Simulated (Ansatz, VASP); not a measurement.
GaCuSe2: VASP beside Ansatz

```
Ga Cu Se
1.0
    -2.86442    2.86442    5.68571
     2.86442   -2.86442    5.68571
     2.86442    2.86442   -5.68571
Ga Cu Se
2 2 4
Cartesian
  0.0000 0.0000 5.6857
  2.8644 0.0000 2.8429
  0.0000 0.0000 0.0000
  0.0000 2.8644 2.8429
  1.3966 1.4322 1.4214
  1.4322 4.3322 -1.4214
  1.4678 1.4322 7.1071
  1.4322 -1.4678 4.2643
```

Alike in both runs: task single point; functional PBE; k mesh 6 × 6 × 6; no spin polarisation.

```csv
,VASP,Ansatz
version,VASP 6.6.1,Ansatz 0.2.0
potentials or method,"VASP PAW PBE potentials, release 64 (Ga_d, Cu, Se)","plane waves, PAW"
plane-wave cutoff (eV),520,420
occupations,"gaussian, width 0.01 eV",fixed
valence electrons in the cell,72,128
```

|  | VASP | Ansatz | Ansatz less VASP |
| --- | --- | --- | --- |
| gap on the k mesh at the Fermi level (eV) | 0.09 | 0.09 | +0.001 |
| pressure (GPa) | -1.5 | -1.7 | -0.17 |
| rms of the force components (eV/Å) | 0.015 | 0.010 | -0.0045 |

Atom by atom the forces differ by 0.005 eV/Å (rms over components). VASP's potentials hold 72 valence electrons a cell and Ansatz's 128, so a difference there can come from the potentials and not from the codes.
